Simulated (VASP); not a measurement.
# LiF (Fm-3m) in VASP: a series of runs, part 2 of 2

VASP 6.6.1.

### Step 3. Single point, LDA

INCAR reads:

```
PREC = Accurate ; ENCUT = 520
EDIFF = 1E-6 ; ISMEAR = 0
SIGMA = 0.01 ; LREAL = F
LASPH = T ; NELM = 60
ALGO = Normal ; ISIF = 2
LWAVE = F ; LCHARG = T
LELF = T ; LVHAR = T
NBANDS = 12
```

KPOINTS reads:

```
regular mesh
0
Gamma
  6 6 6
```

POSCAR reads:

```
LiF
1.0
    0.0000000000      1.9948717404      1.9948717404
    1.9948717404      0.0000000000      1.9948717404
    1.9948717404      1.9948717404      0.0000000000
Li F
1 1
Direct
    0.0000000000      0.0000000000      0.0000000000
    0.5000000000      0.5000000000      0.5000000000
```

Potentials or basis: VASP PAW LDA potentials, release 64 (Li_sv, F).

Launch:

```sh
cat potpaw_LDA.64/Li_sv/POTCAR potpaw_LDA.64/F/POTCAR > POTCAR
mpirun -np 1 vasp_std > vasp.out
```

OUTCAR:

```text
PREC = Accurate
   ENCUT = 520
   EDIFF = 1E-6
   ISMEAR = 0
   LREAL = F
   LASPH = T
   NELM = 60
   ISIF = 2

 ion  position               nearest neighbor table
   1  0.000  0.000  0.000-   2 1.99   2 1.99   2 1.99   2 1.99   2 1.99   2 1.99
   2  0.500  0.500  0.500-   1 1.99   1 1.99   1 1.99   1 1.99   1 1.99   1 1.99

  LATTYP: Found a face centered cubic cell.
 ALAT       =     3.9897434808

  Lattice vectors:

 A1 = (   0.0000000000,   1.9948717404,   1.9948717404)
 A2 = (   1.9948717404,   0.0000000000,   1.9948717404)
 A3 = (   1.9948717404,   1.9948717404,   0.0000000000)

Analysis of symmetry for initial positions (statically):
=====================================================================
 Subroutine PRICEL returns:
 Original cell was already a primitive cell.

 Routine SETGRP: Setting up the symmetry group for a
 face centered cubic supercell.

 Subroutine GETGRP returns: Found 48 space group operations
 (whereof 48 operations were pure point group operations)
 out of a pool of 48 trial point group operations.

The static configuration has the point symmetry O_h .

Analysis of symmetry for dynamics (positions and initial velocities):
=====================================================================
 Subroutine PRICEL returns:
 Original cell was already a primitive cell.

 Routine SETGRP: Setting up the symmetry group for a
 face centered cubic supercell.

 Subroutine GETGRP returns: Found 48 space group operations
 (whereof 48 operations were pure point group operations)
 out of a pool of 48 trial point group operations.

The dynamic configuration has the point symmetry O_h .

 Subroutine INISYM returns: Found 48 space group operations
 (whereof 48 operations are pure point group operations),
 and found     1 'primitive' translations

----------------------------------------------------------------------------------------

                                     Primitive cell

  volume of cell :      15.8772

  direct lattice vectors                    reciprocal lattice vectors
     0.000000000  1.994871740  1.994871740    -0.250642680  0.250642680  0.250642680
     1.994871740  0.000000000  1.994871740     0.250642680 -0.250642680  0.250642680
     1.994871740  1.994871740  0.000000000     0.250642680  0.250642680 -0.250642680

  length of vectors
     2.821174670  2.821174670  2.821174670     0.434125857  0.434125857  0.434125857

  position of ions in fractional coordinates (direct lattice)
     0.000000000  0.000000000  0.000000000
     0.500000000  0.500000000  0.500000000

  ion indices of the primitive-cell ions
   primitive index   ion index
                 1           1
                 2           2

----------------------------------------------------------------------------------------

 KPOINTS: regular mesh

Automatic generation of k-mesh.
 Grid dimensions read from file:
 generate k-points for:    6    6    6

 Generating k-lattice:

  Cartesian coordinates                     Fractional coordinates (reciprocal lattice)
    -0.041773780  0.041773780  0.041773780     0.166666667  0.000000000  0.000000000
     0.041773780 -0.041773780  0.041773780     0.000000000  0.166666667  0.000000000
     0.041773780  0.041773780 -0.041773780     0.000000000  0.000000000  0.166666667
[... 31 lines left out ...]
   number of dos      NEDOS =    301   number of ions     NIONS =      2
   total plane-waves  NPLWV =  13824
   dimension x,y,z NGX =    24 NGY =   24 NGZ =   24
   dimension x,y,z NGXF=    48 NGYF=   48 NGZF=   48
   ions per type =               1   1
   NGX,Y,Z   is equivalent  to a cutoff of  14.14, 14.14, 14.14 a.u.
   NGXF,Y,Z  is equivalent  to a cutoff of  28.29, 28.29, 28.29 a.u.
 SYSTEM =  unknown system
   PREC   = accura    normal or accurate (medium, high low for compatibility)
   ISTART =      0    job   : 0-new  1-cont  2-samecut
   ICHARG =      2    charge: 1-file 2-atom 10-const
   ISPIN  =      1    spin polarized calculation?
   LNONCOLLINEAR =      F non collinear calculations
   LSORBIT =      F    spin-orbit coupling
   LASPH  =      T    aspherical Exc in radial PAW
   ENCUT  =  520.0 eV  38.22 Ry    6.18 a.u.   5.25  5.25  5.25*2*pi/ulx,y,z
   NELM   =     60;   NELMIN=  2; NELMDL= -5     # of ELM steps
   EDIFF  = 0.1E-05   stopping-criterion for ELM
   LREAL  =      F    real-space projection
   EDIFFG = 0.1E-04   stopping-criterion for IOM
   NSW    =      0    number of steps for IOM
   IBRION =     -1    ionic relax: 0-MD 1-quasi-New 2-CG
   NFREE  =      0    steps in history (QN), initial steepest desc. (CG)
   ISIF   =      2    stress and relaxation
   ISYM   =      2    0-nonsym 1-usesym 2-fastsym
   POTIM  = 0.5000    time-step for ionic-motion
   TEBEG  =    0.0;   TEEND  =   0.0 temperature during run
   PSTRESS=    0.0 pullay stress
   NELECT =      10.0000    total number of electrons
   NUPDOWN=      -1.0000    fix difference up-down
   EMIN   =  10.00;   EMAX   =-10.00  energy-range for DOS
   EFERMI =   0.00;   METHOD = LEGACY
   ISMEAR =     0;   SIGMA  =   0.01  broadening in eV -4-tet -1-fermi 0-gaus
   EFERMI_NEDOS =   21; number of points for ismear=-14 and -15
   IALGO  =     38    algorithm
   IMIX   =      4    mixing-type and parameters
     AMIX     =   0.40;   BMIX     =  1.00
     AMIX_MAG =   1.60;   BMIX_MAG =  1.00
  volume/ion in A,a.u.               =       7.94        53.57
  Fermi-wavevector in a.u.,A,eV,Ry     =   1.403298  2.651848 26.793202  1.969245
  Thomas-Fermi vector in A             =   2.525974
   LORBIT       =      0    0 simple, 1 ext, 2 COOP (PROOUT), +10 PAW based schemes
   GGA     = CA    functional components
   LHFCALC =     F    Hartree Fock is set to
   AEXX    =    0.0000 exact exchange contribution
   IVDW    =     0    specifies the selected vdW correction
   LEPSILON=     F    determine dielectric tensor
   LRPA    =     F    only Hartree local field effects (RPA)
 non-spin polarized calculation
 Gauss-broadening in eV      SIGMA  =   0.01
  energy-cutoff  :      520.00
  volume of cell :       15.88
 maximum number of plane-waves:       444
 NGX is ok and might be reduce to    24
   NGX = 11   NGY = 11   NGZ = 11

 number of electron      10.0000000 magnetization

 number of electron       9.9999997 magnetization

 Free energy of the ion-electron system (eV)
  ---------------------------------------------------
  ext. energy  EPLUGINS =         0.00000000
  ---------------------------------------------------
  free energy    TOTEN  =       -10.48747988 eV

  energy without entropy =      -10.48747988  energy(sigma->0) =      -10.48747988

 E-fermi :  -1.0187     XC(G=0): -10.8135

 val. band max:       -1.1188065273   @ k =   0.0000   0.0000   0.0000
 cond. band min:       7.9803655712   @ k =   0.0000   0.0000   0.0000
 fundamental gap:      9.0991720985
 Fermi energy:        -1.0187140129

 k-point     1 :       0.0000    0.0000    0.0000
  band No.  band energies     occupation
      1     -40.8135      2.00000
      2     -20.7666      2.00000
      3      -1.1188      2.00000
      4      -1.1188      2.00000
      5      -1.1188      2.00000
      6       7.9804      0.00000
      7      22.7073      0.00000
      8      22.7073      0.00000
      9      22.7073      0.00000
     10      23.0670      0.00000
     11      23.0670      0.00000
     12      23.0670      0.00000
[... 211 lines left out ...]
 k-point    16 :      -0.3333    0.5000    0.1667
  band No.  band energies     occupation
      1     -40.7148      2.00000
      2     -20.0112      2.00000
      3      -3.8820      2.00000
      4      -2.8060      2.00000
      5      -2.0176      2.00000
      6      13.6054      0.00000
      7      14.0836      0.00000
      8      16.2162      0.00000
      9      18.3364      0.00000
     10      22.7054      0.00000
     11      30.5156      0.00000
     12      33.1301      0.00000

------------------------ aborting loop because EDIFF is reached ----------------------------------------

  FORCE on cell =-STRESS in cart. coord.  units (eV):
  Direction    XX          YY          ZZ          XY          YZ          ZX
  --------------------------------------------------------------------------------------
  -------------------------------------------------------------------------------------
  Total       -0.4844653     -0.4844653     -0.4844653     -0.0000000      0.0000000      0.0000000
  in kB      -48.8875519    -48.8875519    -48.8875519     -0.0000000      0.0000000      0.0000000
  external PRESSURE =     -48.8875519 kB  Pullay stress =       0.0000000 kB

 VOLUME and BASIS-vectors are now :
 -----------------------------------------------------------------------------
  energy-cutoff  :      520.00
  volume of cell :       15.88
      direct lattice vectors                 reciprocal lattice vectors
     0.000000000  1.994871740  1.994871740    -0.250642680  0.250642680  0.250642680
     1.994871740  0.000000000  1.994871740     0.250642680 -0.250642680  0.250642680
     1.994871740  1.994871740  0.000000000     0.250642680  0.250642680 -0.250642680

 POSITION                                       TOTAL-FORCE (eV/Angst)
 -----------------------------------------------------------------------------------
      0.00000      0.00000      0.00000        -0.000000     -0.000000      0.000000
      1.99487      1.99487      1.99487         0.000000      0.000000     -0.000000
 -----------------------------------------------------------------------------------
    total drift:                               -0.000000     -0.000000      0.000000

  FREE ENERGIE OF THE ION-ELECTRON SYSTEM (eV)
  ---------------------------------------------------
  free  energy   TOTEN  =       -10.4874798764 eV

  energy  without entropy=      -10.4874798764  energy(sigma->0) =      -10.48747988
```

OSZICAR:

```text
N       E                     dE             d eps       ncg     rms          rms(c)
DAV:   1     0.321448903314E+02    0.32145E+02   -0.52397E+03   408   0.829E+02
DAV:   2    -0.972678481702E+01   -0.41872E+02   -0.40887E+02   476   0.192E+02
DAV:   3    -0.109672478800E+02   -0.12405E+01   -0.12378E+01   516   0.280E+01
DAV:   4    -0.109795279112E+02   -0.12280E-01   -0.12280E-01   420   0.314E+00
DAV:   5    -0.109797053355E+02   -0.17742E-03   -0.17742E-03   528   0.233E-01    0.423E+00
DAV:   6    -0.105039413644E+02    0.47576E+00   -0.22417E+00   412   0.916E+00    0.133E+00
DAV:   7    -0.104929691963E+02    0.10972E-01   -0.15357E-02   512   0.106E+00    0.787E-01
DAV:   8    -0.104874922484E+02    0.54769E-02   -0.89651E-03   540   0.994E-01    0.952E-02
DAV:   9    -0.104874654444E+02    0.26804E-04   -0.60186E-04   436   0.224E-01    0.363E-02
DAV:  10    -0.104874802319E+02   -0.14788E-04   -0.28345E-05   432   0.386E-02    0.577E-03
DAV:  11    -0.104874798764E+02    0.35552E-06   -0.11721E-06   388   0.113E-02
   1 F= -.10487480E+02 E0= -.10487480E+02  d E =-.241982E-47
```

It took 2.3 s on 1 thread of Intel Xeon Platinum 8488C (Sapphire Rapids), shared host; peak memory 0.12 GiB.

What came out:

```
Free energy            : -10.4875 eV
Band gap on the k mesh : 9.10 eV
```

Levels at points of the mesh, in eV from the valence-band top:
| k point | band 1 | band 2 | band 3 | band 4 | band 5 | band 6 | band 7 | band 8 | band 9 | band 10 |
| --- | --- | --- | --- | --- | --- | --- | --- | --- | --- | --- |
| (0.00, 0.00, 0.00) | -39.69 | -19.65 | 0.00 | 0.00 | 0.00 | 9.10 | 23.83 | 23.83 | 23.83 | 24.19 |
| (0.50, 0.00, 0.00) | -39.62 | -19.18 | -2.67 | -0.24 | -0.24 | 10.52 | 16.71 | 18.63 | 18.63 | 30.41 |
| (0.50, 0.50, 0.00) | -39.60 | -18.87 | -3.24 | -1.08 | -1.08 | 14.68 | 16.16 | 17.48 | 20.09 | 20.09 |

Caveat: the k points lie up to 0.45 Å⁻¹ apart; the cutoff is under 1.25 times the usual one of these potentials, so pressure, stress and relaxed cells hold a basis-set (Pulay) error.

### Step 4. Single point, PBE

INCAR reads:

```
SYSTEM = LiF
PREC = Accurate
ENCUT = 520
EDIFF = 1E-7
ISMEAR = 0
SIGMA = 0.01
LREAL = .FALSE.
LASPH = .TRUE.
NELM = 100
ALGO = Normal
ISIF = 2
LWAVE = .FALSE.
LCHARG = .TRUE.
GGA = PE
LELF = .TRUE.
LVHAR = .TRUE.
NBANDS = 12
```

KPOINTS reads:

```
Automatic mesh
0
G
  8 8 8
  0 0 0
```

POSCAR is that of step 3.

Potentials or basis: VASP PAW PBE potentials, release 64 (Li_sv, F).

Launch:

```sh
cat potpaw_PBE.64/Li_sv/POTCAR potpaw_PBE.64/F/POTCAR > POTCAR
mpirun -np 1 vasp_std > vasp.out
```

Run time: 4.2 s. Hardware: 1 thread of Intel Xeon Platinum 8488C (Sapphire Rapids), shared host; peak memory 0.13 GiB.

The run converged. Its results:

```yaml
Free_energy: -9.6279 eV
Band_gap_on_the_k_mesh: 9.35 eV
```

Levels at points of the mesh, in eV from the valence-band top:
| k point | band 3 | band 4 | band 5 | band 6 | band 7 | band 8 |
| --- | --- | --- | --- | --- | --- | --- |
| (0.00, 0.00, 0.00) | 0.00 | 0.00 | 0.00 | 9.35 | 24.35 | 24.35 |
| (0.50, 0.00, 0.00) | -2.60 | -0.24 | -0.24 | 10.92 | 17.08 | 19.13 |
| (0.50, 0.50, 0.00) | -3.13 | -1.04 | -1.04 | 15.08 | 16.61 | 17.80 |

Caveat: the cutoff is under 1.25 times the usual one of these potentials, so pressure, stress and relaxed cells hold a basis-set (Pulay) error. A k mesh can miss the band edges.

### Step 5. Overview

| level | potentials or basis | k mesh | gap on the mesh (eV) |
| --- | --- | --- | --- |
| PBE | VASP PAW PBE potentials, release 64 (Li_sv, F) | 6 × 6 × 6 | 9.35 |
| LDA | VASP PAW LDA potentials, release 64 (Li_sv, F) | 6 × 6 × 6 | 9.10 |
| PBE | VASP PAW PBE potentials, release 64 (Li_sv, F) | 8 × 8 × 8 | 9.35 |

Alike in all rows: task single point; no spin polarisation; cell as given; cutoff (eV) 520; smearing gaussian 0.01 eV.

Caveats: some runs use coarse meshes; the cutoff is under 1.25 times the usual one of these potentials, so pressure, stress and relaxed cells hold a basis-set (Pulay) error.

Absolute energies hang on the potentials; compare differences alone.
